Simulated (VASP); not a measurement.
Input of a VASP 6.6.1 run:

Contents of INCAR:

```
ALGO = Normal
EDIFF = 1E-6
ENCUT = 520
GGA = CA
ISIF = 2
ISMEAR = -1
LASPH = True
LCHARG = False
LREAL = False
LWAVE = False
NBANDS = 21
NELM = 60
PREC = Accurate
SIGMA = 0.1
```

Contents of KPOINTS:

```
k-points
0
Gamma
  12 12 12
```

POSCAR

```
Ge
1.0
    3.8998410000      0.0000000000      0.0000000000
   -2.8983834784      2.6092399348      0.0000000000
   -0.5007284999     -1.3046192877      3.6408789198
Ge
2
Direct
    0.2500000000      0.7500000000      0.5000000000
    0.5000000000      0.5000000000      0.0000000000
```

Potentials or basis: VASP PAW LDA potentials, release 64 (Ge_d).

The run is started by

```sh
$ cat potpaw_LDA.64/Ge_d/POTCAR > POTCAR
$ mpirun -np 1 vasp_std > vasp.out
```

(1) Estimate the pressure.

(2) What does it give for the band gap on the k mesh?

## Answers

(1) -2.6 GPa.

(2) zero (bands 14 and 15 overlap by 5.05 eV).
